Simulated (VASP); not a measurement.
Input of a VASP 6.6.1 run:

INCAR

```
ALGO = Normal
EDIFF = 1E-6
ENCUT = 520
ISIF = 2
ISMEAR = 0
LASPH = True
LCHARG = True
LELF = True
LREAL = False
LVHAR = True
LWAVE = False
NBANDS = 76
NELM = 60
PREC = Accurate
SIGMA = 0.05
```

KPOINTS

```
k-points
0
Gamma
  6 6 4
```

The input POSCAR:

```
Nb8N5
1.0
    3.0703020000     -4.4072490000      0.0000000000
    3.0703020000      4.4072490000      0.0000000000
    0.0000000000      0.0000000000      6.2380760000
Nb N
8 5
Direct
    0.2451400000      0.2451400000      0.7507320000
    0.7548600000      0.7548600000      0.2492680000
    0.7548600000      0.7548600000      0.7507320000
    0.2451400000      0.2451400000      0.2492680000
    0.7470840000      0.2529160000      0.5000000000
    0.2483390000      0.7516610000      0.0000000000
    0.7516610000      0.2483390000      0.0000000000
    0.2529160000      0.7470840000      0.5000000000
    0.5000000000      0.5000000000      0.0000000000
    0.5000000000      0.0000000000      0.7484270000
    0.0000000000      0.5000000000      0.2515730000
    0.0000000000      0.5000000000      0.7484270000
    0.5000000000      0.0000000000      0.2515730000
```

Potentials or basis: VASP PAW LDA potentials, release 64 (Nb_sv, N).

Launch:

```console
$ cat potpaw_LDA.64/Nb_sv/POTCAR potpaw_LDA.64/N/POTCAR > POTCAR
$ mpirun -np 1 vasp_std > vasp.out
```

(1) Predict the largest force.

(2) Estimate the pressure.

## Answers

(1) 0.462 eV/Å.

(2) -16.4 GPa.
